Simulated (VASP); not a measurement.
# NbP (I4_1md) in VASP: notebook

Aim: see how the results for NbP move with the level of theory and the settings. Levels: RPBE+D3(BJ), PBEsol+D3(BJ), revPBE+D3(BJ), PBEsol+D4. Tasks: single point.

Program: VASP 6.6.1. These are calculated values, not measurements. Logs are shortened: lines on timing, memory, paths and dates and some standing lists are left out, and cuts for length are marked.

**1. The cell of the first run**

Symmetry: I4_1md, No. 109, tetragonal system. The conventional cell has a = 3.209 Å, b = 3.209 Å, c = 10.431 Å, α = 90.00°, β = 90.00°, γ = 90.00°. Nb (site symmetry 2mm) has 6 P at 2.41 Å and 8 Nb at 3.06 to 3.21 Å within 3.3 Å. Within 3.3 Å of P (site symmetry 2mm) lie 6 Nb at 2.41 Å and 8 P at 3.06 to 3.21 Å.

**2. Single point, RPBE+D3(BJ)**

INCAR

```
ALGO = Normal
EDIFF = 1E-6
ENCUT = 520
GGA = RP
ISIF = 2
ISMEAR = -1
IVDW = 12
LASPH = True
LCHARG = True
LELF = True
LREAL = False
LVHAR = True
LWAVE = False
NBANDS = 26
NELM = 100
PREC = Accurate
SIGMA = 0.05
```

KPOINTS

```
k-points
0
Gamma
  11 11 11
```

POSCAR

```
NbP
1.0
   -1.6042838696      1.6042838696      5.2156523176
    1.6042838696     -1.6042838696      5.2156523176
    1.6042838696      1.6042838696     -5.2156523176
Nb P
2 2
Direct
    0.2522753179      0.7522753179      0.5000000000
    0.5022753179      0.5022753179      0.0000000000
    0.8303532521      0.3303532521      0.5000000000
    0.0803532521      0.0803532521      0.0000000000
```

Potentials or basis: VASP PAW PBE potentials, release 64 (Nb_sv, P).

On the command line:

```
cat potpaw_PBE.64/Nb_sv/POTCAR potpaw_PBE.64/P/POTCAR > POTCAR
mpirun -np 1 vasp_std > vasp.out
```

OUTCAR:

```text
EDIFF = 1E-6
   ENCUT = 520
   GGA = RP
   ISIF = 2
   ISMEAR = -1
   IVDW = 12
   LASPH = True
   LREAL = False
   NELM = 100
   PREC = Accurate
 IVDW          = 12

 ion  position               nearest neighbor table
   1  0.252  0.752  0.500-   4 2.41   4 2.41   3 2.41   3 2.41   3 2.41   3 2.41
   2  0.502  0.502  0.000-   3 2.41   3 2.41   4 2.41   4 2.41   4 2.41   4 2.41
   3  0.830  0.330  0.500-   2 2.41   2 2.41   1 2.41   1 2.41   1 2.41   1 2.41
   4  0.080  0.080  0.000-   1 2.41   1 2.41   2 2.41   2 2.41   2 2.41   2 2.41

  LATTYP: Found a body centered tetragonal cell.
 ALAT       =     3.2085677392
 C/A-ratio  =     3.2510782016

  Lattice vectors:

 A1 = (  -1.6042838696,   1.6042838696,   5.2156523176)
 A2 = (   1.6042838696,  -1.6042838696,   5.2156523176)
 A3 = (   1.6042838696,   1.6042838696,  -5.2156523176)

Analysis of symmetry for initial positions (statically):
=====================================================================
 Subroutine PRICEL returns:
 Original cell was already a primitive cell.

 Routine SETGRP: Setting up the symmetry group for a
 body centered tetragonal supercell.

 Subroutine GETGRP returns: Found  8 space group operations
 (whereof  4 operations were pure point group operations)
 out of a pool of 16 trial point group operations.

The static configuration has the point symmetry C_2v.
 The point group associated with its full space group is C_4v.

Analysis of symmetry for dynamics (positions and initial velocities):
=====================================================================
 Subroutine PRICEL returns:
 Original cell was already a primitive cell.

 Routine SETGRP: Setting up the symmetry group for a
 body centered tetragonal supercell.

 Subroutine GETGRP returns: Found  8 space group operations
 (whereof  4 operations were pure point group operations)
 out of a pool of 16 trial point group operations.

The dynamic configuration has the point symmetry C_2v.
 The point group associated with its full space group is C_4v.

 Subroutine INISYM returns: Found  8 space group operations
 (whereof  4 operations are pure point group operations),
 and found     1 'primitive' translations

----------------------------------------------------------------------------------------

                                     Primitive cell

  volume of cell :      53.6947

  direct lattice vectors                    reciprocal lattice vectors
    -1.604283870  1.604283870  5.215652318     0.000000000  0.311665541  0.095865286
     1.604283870 -1.604283870  5.215652318     0.311665541  0.000000000  0.095865286
     1.604283870  1.604283870 -5.215652318     0.311665541  0.311665541  0.000000000

  length of vectors
     5.687748462  5.687748462  5.687748462     0.326076007  0.326076007  0.440761635

  position of ions in fractional coordinates (direct lattice)
     0.252275318  0.752275318  0.500000000
     0.502275318  0.502275318  0.000000000
     0.830353252  0.330353252  0.500000000
     0.080353252  0.080353252  0.000000000

  ion indices of the primitive-cell ions
   primitive index   ion index
                 1           1
                 2           2
                 3           3
                 4           4

----------------------------------------------------------------------------------------

 KPOINTS: k-points

Automatic generation of k-mesh.
 Grid dimensions read from file:
 generate k-points for:   11   11   11

 Generating k-lattice:

  Cartesian coordinates                     Fractional coordinates (reciprocal lattice)
     0.000000000  0.028333231  0.008715026     0.090909091 -0.000000000  0.000000000
     0.028333231  0.000000000  0.008715026    -0.000000000  0.090909091  0.000000000
     0.028333231  0.028333231  0.000000000     0.000000000  0.000000000  0.090909091

  Length of vectors
     0.029643273  0.029643273  0.040069240

  Shift w.r.t. Gamma in fractional coordinates (k-lattice)
     0.000000000  0.000000000  0.000000000

 Subroutine IBZKPT returns following result:
 ===========================================

 Found    126 irreducible k-points:

 Following reciprocal coordinates:
            Coordinates               Weight
  0.000000  0.000000  0.000000      1.000000
  0.090909  0.000000 -0.000000      8.000000
  0.181818 -0.000000  0.000000      8.000000
  0.272727 -0.000000  0.000000      8.000000
  0.363636 -0.000000  0.000000      8.000000
  0.454545  0.000000  0.000000      8.000000
[... 16 lines left out ...]
 -0.272727  0.181818  0.000000     16.000000
 -0.181818  0.181818  0.000000      4.000000
 [... further k-points ...]
   k-points           NKPTS =    126   k-points in BZ     NKDIM =    126   number of bands    NBANDS=     26
   number of dos      NEDOS =    301   number of ions     NIONS =      4
   total plane-waves  NPLWV =  74088
   dimension x,y,z NGX =    42 NGY =   42 NGZ =   42
   dimension x,y,z NGXF=    84 NGYF=   84 NGZF=   84
   ions per type =               2   2
   NGX,Y,Z   is equivalent  to a cutoff of  12.28, 12.28, 12.28 a.u.
   NGXF,Y,Z  is equivalent  to a cutoff of  24.55, 24.55, 24.55 a.u.
 SYSTEM =  unknown system
   PREC   = accura    normal or accurate (medium, high low for compatibility)
   ISTART =      0    job   : 0-new  1-cont  2-samecut
   ICHARG =      2    charge: 1-file 2-atom 10-const
   ISPIN  =      1    spin polarized calculation?
   LNONCOLLINEAR =      F non collinear calculations
   LSORBIT =      F    spin-orbit coupling
   LASPH  =      T    aspherical Exc in radial PAW
   ENCUT  =  520.0 eV  38.22 Ry    6.18 a.u.  10.58 10.58 10.58*2*pi/ulx,y,z
   NELM   =    100;   NELMIN=  2; NELMDL= -5     # of ELM steps
   EDIFF  = 0.1E-05   stopping-criterion for ELM
   LREAL  =      F    real-space projection
   EDIFFG = 0.1E-04   stopping-criterion for IOM
   NSW    =      0    number of steps for IOM
   IBRION =     -1    ionic relax: 0-MD 1-quasi-New 2-CG
   NFREE  =      0    steps in history (QN), initial steepest desc. (CG)
   ISIF   =      2    stress and relaxation
   ISYM   =      2    0-nonsym 1-usesym 2-fastsym
   POTIM  = 0.5000    time-step for ionic-motion
   TEBEG  =    0.0;   TEEND  =   0.0 temperature during run
   PSTRESS=    0.0 pullay stress
   NELECT =      36.0000    total number of electrons
   NUPDOWN=      -1.0000    fix difference up-down
   EMIN   =  10.00;   EMAX   =-10.00  energy-range for DOS
   EFERMI =   0.00;   METHOD = LEGACY
   ISMEAR =    -1;   SIGMA  =   0.05  broadening in eV -4-tet -1-fermi 0-gaus
   EFERMI_NEDOS =   21; number of points for ismear=-14 and -15
   IALGO  =     38    algorithm
   IMIX   =      4    mixing-type and parameters
     AMIX     =   0.40;   BMIX     =  1.00
     AMIX_MAG =   1.60;   BMIX_MAG =  1.00
  volume/ion in A,a.u.               =      13.42        90.59
  Fermi-wavevector in a.u.,A,eV,Ry     =   1.432843  2.707681 27.933297  2.053039
  Thomas-Fermi vector in A             =   2.552426
   LORBIT       =      0    0 simple, 1 ext, 2 COOP (PROOUT), +10 PAW based schemes
   GGA     = RP    functional components
   LHFCALC =     F    Hartree Fock is set to
   AEXX    =    0.0000 exact exchange contribution
   IVDW    =    12    specifies the selected vdW correction
   LEPSILON=     F    determine dielectric tensor
   LRPA    =     F    only Hartree local field effects (RPA)
 non-spin polarized calculation
  energy-cutoff  :      520.00
  volume of cell :       53.69
 maximum number of plane-waves:      1466
   NGX = 21   NGY = 21   NGZ = 21

 number of electron      35.9999999 magnetization

 Free energy of the ion-electron system (eV)
  ---------------------------------------------------
  ext. energy  EPLUGINS =         0.00000000
  ---------------------------------------------------
  free energy    TOTEN  =       -32.04058245 eV

  energy without entropy =      -32.03628242  energy(sigma->0) =      -32.03843243

 E-fermi :  13.2158     XC(G=0): -12.8693

 val. band max:       13.2086331687   @ k =   0.3636  -0.0000   0.0000
 cond. band min:      13.2472763298   @ k =  -0.3636   0.4545   0.3636
 fundamental gap:      0.0386431612
 Fermi energy:        13.2158287792

 k-point     1 :       0.0000    0.0000    0.0000
  band No.  band energies     occupation
      1     -41.2102      2.00000
      2     -41.1013      2.00000
      3     -17.8063      2.00000
      4     -17.3526      2.00000
      5     -17.3526      2.00000
      6     -17.1485      2.00000
[... 18 lines left out ...]
     25      18.0169      0.00000
     26      18.0169      0.00000

 k-point     2 :       0.0909    0.0000   -0.0000
  band No.  band energies     occupation
      1     -41.2058      2.00000
      2     -41.1004      2.00000
      3     -17.7914      2.00000
      4     -17.3925      2.00000
      5     -17.3500      2.00000
      6     -17.1857      2.00000
[... 18 lines left out ...]
     25      18.2827      0.00000
     26      18.5223      0.00000

 k-point     3 :       0.1818   -0.0000    0.0000
  band No.  band energies     occupation
      1     -41.1939      2.00000
      2     -41.0982      2.00000
      3     -17.7554      2.00000
      4     -17.4932      2.00000
      5     -17.3430      2.00000
      6     -17.2788      2.00000
[... 18 lines left out ...]
     25      18.9812      0.00000
     26      19.6177      0.00000

 k-point     4 :       0.2727   -0.0000    0.0000
  band No.  band energies     occupation
      1     -41.1774      2.00000
      2     -41.0961      2.00000
      3     -17.7446      2.00000
      4     -17.5902      2.00000
      5     -17.3824      2.00000
      6     -17.3336      2.00000
[... 18 lines left out ...]
     25      19.4499      0.00000
     26      20.6824      0.00000
[... 496 lines left out ...]
      1     -41.1511      2.00000
      2     -41.0865      2.00000
      3     -17.7945      2.00000
      4     -17.5985      2.00000
      5     -17.4686      2.00000
      6     -17.4197      2.00000
[... 18 lines left out ...]
     25      19.1804      0.00000
     26      21.0629      0.00000

 k-point    23 :      -0.2727    0.1818    0.0000
  band No.  band energies     occupation
      1     -41.1670      2.00000
      2     -41.0875      2.00000
      3     -17.7250      2.00000
      4     -17.5798      2.00000
      5     -17.4504      2.00000
      6     -17.3794      2.00000
[... 18 lines left out ...]
     25      19.2866      0.00000
     26      20.4226      0.00000

 k-point    24 :      -0.1818    0.1818    0.0000
  band No.  band energies     occupation
      1     -41.1818      2.00000
      2     -41.0910      2.00000
      3     -17.7324      2.00000
      4     -17.5025      2.00000
      5     -17.4468      2.00000
      6     -17.2833      2.00000
[... 18 lines left out ...]
     25      18.4704      0.00000
     26      19.9400      0.00000

 [... further k-points ...]

------------------------ aborting loop because EDIFF is reached ----------------------------------------

 Edisp (eV)  -15.26005

 E6    (eV) :    -5.2430

 E8    (eV) :   -10.0171

  FORCE on cell =-STRESS in cart. coord.  units (eV):
  Direction    XX          YY          ZZ          XY          YZ          ZX
  --------------------------------------------------------------------------------------
  -------------------------------------------------------------------------------------
  Total      -0.32885    -0.32885    -0.30620     0.00000     0.00000     0.00000
  in kB      -9.81241    -9.81241    -9.13665     0.00000     0.00000     0.00000
  external pressure =       -9.59 kB  Pullay stress =        0.00 kB

 VOLUME and BASIS-vectors are now :
 -----------------------------------------------------------------------------
  energy-cutoff  :      520.00
  volume of cell :       53.69
      direct lattice vectors                 reciprocal lattice vectors
    -1.604283870  1.604283870  5.215652318     0.000000000  0.311665541  0.095865286
     1.604283870 -1.604283870  5.215652318     0.311665541  0.000000000  0.095865286
     1.604283870  1.604283870 -5.215652318     0.311665541  0.311665541  0.000000000

 POSITION                                       TOTAL-FORCE (eV/Angst)
 -----------------------------------------------------------------------------------
      1.60428      0.00000      2.63156         0.000000     -0.000000     -0.006264
      0.00000      0.00000      5.23939        -0.000000      0.000000     -0.006264
      0.00000      1.60428      3.44602         0.000000      0.000000      0.006264
      0.00000      0.00000      0.83819         0.000000      0.000000      0.006264
 -----------------------------------------------------------------------------------
    total drift:                               -0.000000     -0.000000     -0.000027

  FREE ENERGIE OF THE ION-ELECTRON SYSTEM (eV)
  ---------------------------------------------------
  free  energy   TOTEN  =       -47.3006353331 eV

  energy  without entropy=      -47.2963353098  energy(sigma->0) =      -47.29848532
```

It took 4.3 min on 1 thread of AMD EPYC 9R45 (Zen 5), shared host; peak memory 0.32 GiB.

What came out:

```
Free energy                : -47.3006 eV
Pressure                   : -1.0 GPa
Largest force              : 0.006 eV/Å
Band gap on the k mesh     : zero (bands 18 and 19 overlap by 0.06 eV)
Dispersion energy per atom : -3.815 eV
```

Forces in eV/Å, atoms in the order of the input:
```
Nb   0.000  0.000 -0.006
Nb   0.000  0.000 -0.006
P    0.000  0.000  0.006
P    0.000  0.000  0.006
```

Caveat: the PAW data sets were made with another functional, which shifts forces and pressure a little.

**3. Single point, PBEsol+D3(BJ)**

This run uses another cell than the first one, of 15.08 Å³/atom.

INCAR

```
SYSTEM = NbP
PREC = Accurate
ENCUT = 520
EDIFF = 1E-6
ISMEAR = -1
SIGMA = 0.05
LREAL = .False.
LASPH = .True.
NELM = 100
ALGO = Normal
ISIF = 2
LWAVE = .False.
LCHARG = .True.
GGA = PS
IVDW = 12
LELF = .True.
LVHAR = .True.
NBANDS = 26
```

KPOINTS

```
Automatic mesh
0
Gamma
  11 11 11
  0 0 0
```

POSCAR

```
NbP
1.0
   -1.6460623653      1.6460623653      5.5670451387
    1.6460623653     -1.6460623653      5.5670451387
    1.6460623653      1.6460623653     -5.5670451387
Nb P
2 2
Direct
    0.2503863620      0.7503863620      0.5000000000
    0.5003863620      0.5003863620      0.0000000000
    0.8322422080      0.3322422080      0.5000000000
    0.0822422080      0.0822422080      0.0000000000
```

Potentials or basis: VASP PAW PBE potentials, release 64 (Nb_sv, P).

On the command line:

```
cat potpaw_PBE.64/Nb_sv/POTCAR potpaw_PBE.64/P/POTCAR > POTCAR
mpirun -np 1 vasp_std > vasp.out
```

It took 6.1 min on 1 thread of AMD EPYC 9R45 (Zen 5), shared host; peak memory 0.4 GiB.

It converged, with:

| Quantity | Value |
| --- | --- |
| Free energy | -40.2532 eV |
| Pressure | -0.2 GPa |
| Band gap on the k mesh | 0.04 eV (least direct gap 0.08 eV) |
| Dispersion energy per atom | -0.613 eV |

Levels at points of the mesh, in eV from the valence-band top:
```tsv
k point	band 14	band 15	band 16	band 17	band 18	band 19	band 20	band 21	band 22	band 23
(0.00, 0.00, 0.00)	-2.32	-2.30	-1.79	-1.37	-1.37	0.83	1.73	2.94	3.39	3.39
```

Caveat: the PAW data sets were made with another functional, which shifts forces and pressure a little; an odd mesh through Γ misses points on the zone boundary, where band edges can lie.

**4. Single point, revPBE+D3(BJ)**

This run uses another cell than the first one, of 15.14 Å³/atom.

INCAR

```
SYSTEM = NbP
PREC = Accurate
ENCUT = 520
EDIFF = 1E-7
ISMEAR = -1
SIGMA = 0.05
LREAL = .False.
LASPH = .True.
NELM = 60
ALGO = Normal
ISIF = 2
LWAVE = .False.
LCHARG = .False.
GGA = RE
IVDW = 12
NBANDS = 26
```

KPOINTS is that of step 3.

POSCAR

```
NbP
1.0
   -1.6487424611      1.6487424611      5.5683657535
    1.6487424611     -1.6487424611      5.5683657535
    1.6487424611      1.6487424611     -5.5683657535
Nb P
2 2
Direct
    0.2504263772      0.7504263772      0.5000000000
    0.5004263772      0.5004263772      0.0000000000
    0.8322021928      0.3322021928      0.5000000000
    0.0822021928      0.0822021928      0.0000000000
```

On the command line:

```
cat potpaw_PBE.64/Nb_sv/POTCAR potpaw_PBE.64/P/POTCAR > POTCAR
mpirun -np 1 vasp_std > vasp.out
```

Wall time 6.6 min (1 thread of AMD EPYC 9R45 (Zen 5), shared host); peak memory 0.39 GiB.

Results (log left out):

- Free energy: -38.6922 eV
- Pressure: -0.6 GPa
- Band gap on the k mesh: 0.05 eV (least direct gap 0.09 eV)
- Dispersion energy per atom: -1.256 eV

Forces in eV/Å, atoms in the order of the input:
```
Nb   0.000  0.000 -0.002
Nb   0.000  0.000 -0.002
P    0.000  0.000  0.002
P    0.000  0.000  0.002
```

Levels at points of the mesh, in eV from the valence-band top:
| k point | band 15 | band 16 | band 17 | band 18 | band 19 | band 20 | band 21 | band 22 |
| --- | --- | --- | --- | --- | --- | --- | --- | --- |
| (0.00, 0.00, 0.00) | -2.25 | -1.74 | -1.37 | -1.37 | 0.83 | 1.73 | 2.94 | 3.36 |

Caveat: the PAW data sets were made with another functional, which shifts forces and pressure a little; an odd mesh through Γ misses points on the zone boundary, where band edges can lie.

**5. Single point, PBEsol+D4**

This run uses another cell than the first one, of 15.38 Å³/atom.

INCAR

```
PREC = Accurate
ENCUT = 520
EDIFF = 1E-6
ISMEAR = -1
SIGMA = 0.05
LREAL = False
LASPH = True
NELM = 80
ALGO = Normal
ISIF = 2
LWAVE = False
LCHARG = False
GGA = PS
IVDW = 13
NBANDS = 26
```

KPOINTS

```
regular mesh
0
Gamma
  11 11 11
```

POSCAR

```
NbP
1.0
   -1.6547780019      1.6547780019      5.6159488352
    1.6547780019     -1.6547780019      5.6159488352
    1.6547780019      1.6547780019     -5.6159488352
Nb P
2 2
Direct
    0.2502635961      0.7502635961      0.5000000000
    0.5002635961      0.5002635961      0.0000000000
    0.8323649739      0.3323649739      0.5000000000
    0.0823649739      0.0823649739      0.0000000000
```

On the command line:

```
cat potpaw_PBE.64/Nb_sv/POTCAR potpaw_PBE.64/P/POTCAR > POTCAR
mpirun -np 1 vasp_std > vasp.out
```

Run time: 5.9 min. Hardware: 1 thread of AMD EPYC 9R45 (Zen 5), shared host; peak memory 0.39 GiB.

The run converged. Its results:

```
Free energy                : -38.8448 eV
Pressure                   : -0.3 GPa
Band gap on the k mesh     : 0.06 eV (least direct gap 0.11 eV)
Dispersion energy per atom : -0.253 eV
```

Forces on the atoms (eV/Å):
```
Nb   0.000  0.000 -0.002
Nb   0.000  0.000 -0.002
P    0.000  0.000  0.002
P    0.000  0.000  0.002
```

Levels at points of the mesh, in eV from the valence-band top:
```tsv
k point	band 14	band 15	band 16	band 17	band 18	band 19	band 20	band 21	band 22	band 23
(0.00, 0.00, 0.00)	-2.28	-2.25	-1.76	-1.36	-1.36	0.84	1.70	2.86	3.32	3.32
```

Caveat: the PAW data sets were made with another functional, which shifts forces and pressure a little; an odd mesh through Γ misses points on the zone boundary, where band edges can lie.

**6. Summary**

| level | cell | gap on the mesh (eV) | pressure (GPa) |
| --- | --- | --- | --- |
| RPBE+D3(BJ) | a = 5.688 Å, angles 147.2, 147.2, 47.0°, 4 atoms, atomic positions A | none | -1.0 |
| PBEsol+D3(BJ) | a = 6.034 Å, angles 148.3, 148.3, 45.4°, 4 atoms, atomic positions B | 0.04 | -0.2 |
| revPBE+D3(BJ) | a = 6.037 Å, angles 148.3, 148.3, 45.4°, 4 atoms, atomic positions B | 0.05 | -0.6 |
| PBEsol+D4 | a = 6.084 Å, angles 148.4, 148.4, 45.2°, 4 atoms, atomic positions B | 0.06 | -0.3 |

Alike in all rows: task single point; potentials or basis VASP PAW PBE potentials, release 64 (Nb_sv, P); no spin polarisation; k mesh 11 × 11 × 11; cutoff (eV) 520; smearing fermi-dirac 0.05 eV.

Caveats: the PAW data sets were made with another functional, which shifts forces and pressure a little; an odd mesh through Γ misses points on the zone boundary, where band edges can lie (at least some runs).

Total energies depend on the potentials used, so only differences within one code and one set of settings carry meaning.
